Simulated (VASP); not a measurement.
# ZrB (Fm-3m) in VASP: settings compared, part 3 of 3

VASP 6.6.1. Earlier steps stand in the parts before.

## 5. Single point, LDA+U

This run uses another cell than the first one, of 14.43 Å³/atom, 1.024 times its volume.

INCAR

```
PREC = Accurate
ENCUT = 520
EDIFF = 1E-6
ISMEAR = -1
SIGMA = 0.05
LREAL = F
LASPH = T
NELM = 150
ALGO = Normal
ISIF = 2
LWAVE = F
LCHARG = T
LMAXMIX = 4
LDAU = T
LDAUTYPE = 2
LDAUL = 2 -1
LDAUU = 3 0
LDAUJ = 0 0
LDAUPRINT = 1
LELF = T
LVHAR = T
NBANDS = 14
```

KPOINTS

```
Automatic mesh
0
Gamma
  10 10 10
```

POSCAR

```
ZrB
1.0
    0.0000000000      2.4344746600      2.4344746600
    2.4344746600      0.0000000000      2.4344746600
    2.4344746600      2.4344746600      0.0000000000
Zr B
1 1
Direct
    0.0000000000      0.0000000000      0.0000000000
    0.5000000000      0.5000000000      0.5000000000
```

Potentials or basis: VASP PAW LDA potentials, release 64 (Zr_sv, B).

Started as:

```sh
> cat potpaw_LDA.64/Zr_sv/POTCAR potpaw_LDA.64/B/POTCAR > POTCAR
> mpirun -np 1 vasp_std > vasp.out
```

OUTCAR:

```text
PREC = Accurate
   ENCUT = 520
   EDIFF = 1E-6
   ISMEAR = -1
   LREAL = F
   LASPH = T
   NELM = 150
   ISIF = 2

 ion  position               nearest neighbor table
   1  0.000  0.000  0.000-   2 2.43   2 2.43   2 2.43   2 2.43   2 2.43   2 2.43
   2  0.500  0.500  0.500-   1 2.43   1 2.43   1 2.43   1 2.43   1 2.43   1 2.43

  LATTYP: Found a face centered cubic cell.
 ALAT       =     4.8689493200

  Lattice vectors:

 A1 = (   0.0000000000,   2.4344746600,   2.4344746600)
 A2 = (   2.4344746600,   0.0000000000,   2.4344746600)
 A3 = (   2.4344746600,   2.4344746600,   0.0000000000)

Analysis of symmetry for initial positions (statically):
=====================================================================
 Subroutine PRICEL returns:
 Original cell was already a primitive cell.

 Routine SETGRP: Setting up the symmetry group for a
 face centered cubic supercell.

 Subroutine GETGRP returns: Found 48 space group operations
 (whereof 48 operations were pure point group operations)
 out of a pool of 48 trial point group operations.

The static configuration has the point symmetry O_h .

Analysis of symmetry for dynamics (positions and initial velocities):
=====================================================================
 Subroutine PRICEL returns:
 Original cell was already a primitive cell.

 Routine SETGRP: Setting up the symmetry group for a
 face centered cubic supercell.

 Subroutine GETGRP returns: Found 48 space group operations
 (whereof 48 operations were pure point group operations)
 out of a pool of 48 trial point group operations.

The dynamic configuration has the point symmetry O_h .

 Subroutine INISYM returns: Found 48 space group operations
 (whereof 48 operations are pure point group operations),
 and found     1 'primitive' translations

----------------------------------------------------------------------------------------

                                     Primitive cell

  volume of cell :      28.8566

  direct lattice vectors                    reciprocal lattice vectors
     0.000000000  2.434474660  2.434474660    -0.205383119  0.205383119  0.205383119
     2.434474660  0.000000000  2.434474660     0.205383119 -0.205383119  0.205383119
     2.434474660  2.434474660  0.000000000     0.205383119  0.205383119 -0.205383119

  length of vectors
     3.442867081  3.442867081  3.442867081     0.355733998  0.355733998  0.355733998

  position of ions in fractional coordinates (direct lattice)
     0.000000000  0.000000000  0.000000000
     0.500000000  0.500000000  0.500000000

  ion indices of the primitive-cell ions
   primitive index   ion index
                 1           1
                 2           2

----------------------------------------------------------------------------------------

 KPOINTS: Automatic mesh

[... 89 lines left out ...]
  Fermi-wavevector in a.u.,A,eV,Ry     =   1.316305  2.487457 23.574269  1.732660
  Thomas-Fermi vector in A             =   2.446427
   LORBIT       =      0    0 simple, 1 ext, 2 COOP (PROOUT), +10 PAW based schemes
 LDA+U is selected, type is set to LDAUTYPE =  2
   angular momentum for each species LDAUL =     2   -1
   U (eV)           for each species LDAUU =   3.0  0.0
   J (eV)           for each species LDAUJ =   0.0  0.0
   GGA     = CA    functional components
   LHFCALC =     F    Hartree Fock is set to
   AEXX    =    0.0000 exact exchange contribution
   IVDW    =     0    specifies the selected vdW correction
   LEPSILON=     F    determine dielectric tensor
   LRPA    =     F    only Hartree local field effects (RPA)
 non-spin polarized calculation
  energy-cutoff  :      520.00
  volume of cell :       28.86
 maximum number of plane-waves:       794
 NGX is ok and might be reduce to    28
   NGX = 13   NGY = 13   NGZ = 13

atom =   1  type =  1  l = 2

 onsite density matrix

spin component  1

  0.1115 -0.0000 -0.0000 -0.0000  0.0000
 -0.0000  0.1115  0.0000 -0.0000  0.0000
 -0.0000  0.0000  0.2263  0.0000  0.0000
 -0.0000 -0.0000  0.0000  0.1115  0.0000
  0.0000  0.0000  0.0000  0.0000  0.2263

spin component  2

  0.1115 -0.0000 -0.0000 -0.0000  0.0000
 -0.0000  0.1115  0.0000 -0.0000  0.0000
 -0.0000  0.0000  0.2263  0.0000  0.0000
 -0.0000 -0.0000  0.0000  0.1115  0.0000
  0.0000  0.0000  0.0000  0.0000  0.2263

 occupancies and eigenvectors

  o =  0.1115  v =  0.9989  0.0451  0.0000  0.0105 -0.0000  0.0000  0.0000  0.0000  0.0000  0.0000      0.0000  0.0000  0.0000  0.0000  0.0000  0.0000  0.0000  0.0000  0.0000  0.0000
  o =  0.1115  v =  0.0000  0.0000  0.0000  0.0000  0.0000  0.9989  0.0451  0.0000  0.0105 -0.0000      0.0000  0.0000  0.0000  0.0000  0.0000  0.0000  0.0000  0.0000  0.0000  0.0000
  o =  0.1115  v =  0.0424 -0.7994  0.0000 -0.5993 -0.0000  0.0000  0.0000  0.0000  0.0000  0.0000      0.0000  0.0000  0.0000  0.0000  0.0000  0.0000  0.0000  0.0000  0.0000  0.0000
  o =  0.1115  v =  0.0000  0.0000  0.0000  0.0000  0.0000  0.0424 -0.7994  0.0000 -0.5993 -0.0000      0.0000  0.0000  0.0000  0.0000  0.0000  0.0000  0.0000  0.0000  0.0000  0.0000
  o =  0.1115  v = -0.0186  0.5991 -0.0000 -0.8005 -0.0000  0.0000  0.0000  0.0000  0.0000  0.0000      0.0000  0.0000  0.0000  0.0000  0.0000  0.0000  0.0000  0.0000  0.0000  0.0000
  o =  0.1115  v =  0.0000  0.0000  0.0000  0.0000  0.0000 -0.0186  0.5991 -0.0000 -0.8005 -0.0000      0.0000  0.0000  0.0000  0.0000  0.0000  0.0000  0.0000  0.0000  0.0000  0.0000
  o =  0.2263  v = -0.0000 -0.0000  0.0096  0.0000 -1.0000  0.0000  0.0000  0.0000  0.0000  0.0000      0.0000  0.0000  0.0000  0.0000  0.0000  0.0000  0.0000  0.0000  0.0000  0.0000
  o =  0.2263  v =  0.0000  0.0000  0.0000  0.0000  0.0000 -0.0000 -0.0000  0.0096  0.0000 -1.0000      0.0000  0.0000  0.0000  0.0000  0.0000  0.0000  0.0000  0.0000  0.0000  0.0000
  o =  0.2263  v =  0.0000  0.0000  0.0000  0.0000  0.0000  0.0000  0.0000 -1.0000  0.0000 -0.0096      0.0000  0.0000  0.0000  0.0000  0.0000  0.0000  0.0000  0.0000  0.0000  0.0000
  o =  0.2263  v =  0.0000  0.0000 -1.0000  0.0000 -0.0096  0.0000  0.0000  0.0000  0.0000  0.0000      0.0000  0.0000  0.0000  0.0000  0.0000  0.0000  0.0000  0.0000  0.0000  0.0000

 number of electron      15.0000000 magnetization

 Free energy of the ion-electron system (eV)
  ---------------------------------------------------
  ext. energy  EPLUGINS =         0.00000000
  ---------------------------------------------------
  free energy    TOTEN  =       -15.49435646 eV

  energy without entropy =      -15.48162623  energy(sigma->0) =      -15.48799135

 E-fermi :   7.8852     XC(G=0): -11.7588

 val. band max:        7.8725622605   @ k =   0.3000   0.2000   0.0000
 cond. band min:       7.9019686549   @ k =  -0.4000   0.4000   0.1000
 fundamental gap:      0.0294063944
 Fermi energy:         7.8851600644

 k-point     1 :       0.0000    0.0000    0.0000
  band No.  band energies     occupation
      1     -39.9074      2.00000
      2     -17.8497      2.00000
      3     -17.8497      2.00000
      4     -17.8497      2.00000
      5      -0.3550      2.00000
      6       9.8941      0.00000
      7       9.8941      0.00000
      8       9.8941      0.00000
      9      11.2054      0.00000
     10      11.2054      0.00000
     11      11.2054      0.00000
     12      11.2169      0.00000
     13      11.2169      0.00000
     14      18.3015      0.00000
[... 377 lines left out ...]
      1     -39.8385      2.00000
      2     -18.2752      2.00000
      3     -18.0226      2.00000
      4     -18.0049      2.00000
      5       1.8829      2.00000
      6       6.0417      2.00000
      7       7.4001      1.99988
      8       8.9716      0.00000
      9       9.7097      0.00000
     10      12.8695      0.00000
     11      14.3410      0.00000
     12      14.5233      0.00000
     13      17.8333      0.00000
     14      19.5761      0.00000

 [... further k-points ...]
[... 5 lines left out ...]
  --------------------------------------------------------------------------------------
  -------------------------------------------------------------------------------------
  Total        0.5616817      0.5616817      0.5616817     -0.0000000      0.0000000      0.0000000
  in kB       31.1856733     31.1856733     31.1856733     -0.0000000      0.0000000      0.0000000
  external PRESSURE =      31.1856733 kB  Pullay stress =       0.0000000 kB

 VOLUME and BASIS-vectors are now :
 -----------------------------------------------------------------------------
  energy-cutoff  :      520.00
  volume of cell :       28.86
      direct lattice vectors                 reciprocal lattice vectors
     0.000000000  2.434474660  2.434474660    -0.205383119  0.205383119  0.205383119
     2.434474660  0.000000000  2.434474660     0.205383119 -0.205383119  0.205383119
     2.434474660  2.434474660  0.000000000     0.205383119  0.205383119 -0.205383119

 POSITION                                       TOTAL-FORCE (eV/Angst)
 -----------------------------------------------------------------------------------
      0.00000      0.00000      0.00000         0.000000      0.000000      0.000000
      2.43447      2.43447      2.43447        -0.000000     -0.000000     -0.000000
 -----------------------------------------------------------------------------------
    total drift:                               -0.000000      0.000000      0.000000

  FREE ENERGIE OF THE ION-ELECTRON SYSTEM (eV)
  ---------------------------------------------------
  free  energy   TOTEN  =       -15.4943564596 eV

  energy  without entropy=      -15.4816262306  energy(sigma->0) =      -15.48799135
```

Run time: 8.4 s. Hardware: 1 thread of Intel Xeon 6975P-C (Granite Rapids), shared host; peak memory 0.15 GiB.

What came out:

| Quantity | Value |
| --- | --- |
| Free energy | -15.4944 eV |
| Pressure | 3.1 GPa |

Eigenvalues of the final occupation matrices:
```csv
site,spin,trace,eigenvalues
site 1 d,1,0.79,0.11 0.11 0.11 0.23 0.23
site 1 d,2,0.79,0.11 0.11 0.11 0.23 0.23
```

Caveat: U without spin polarisation on a metal has little footing; the U is typed as a test and isn't derived for this compound.

## 6. Summary

| level | U | cell | gap on the mesh (eV) | pressure (GPa) |
| --- | --- | --- | --- | --- |
| LDA | - | a = 3.415 Å, angles 60.0°, 2 atoms | none | 0.3 |
| LDA+U | Zr d U = 1.0 eV | a = 3.423 Å, angles 60.0°, 2 atoms | none | 1.4 |
| LDA+U | Zr d U = 2.0 eV | a = 3.433 Å, angles 60.0°, 2 atoms | none | 2.3 |
| LDA+U | Zr d U = 3.0 eV | a = 3.443 Å, angles 60.0°, 2 atoms | none | 3.1 |

Alike in all rows: task single point; potentials or basis VASP PAW LDA potentials, release 64 (Zr_sv, B); no spin polarisation; k mesh 10 × 10 × 10; cutoff (eV) 520; smearing fermi-dirac 0.05 eV.

Caveats: U without spin polarisation on a metal has little footing (some runs); the U is typed as a test and isn't derived for this compound (some runs).

Total energies depend on the potentials used, so only differences within one code and one set of settings carry meaning.
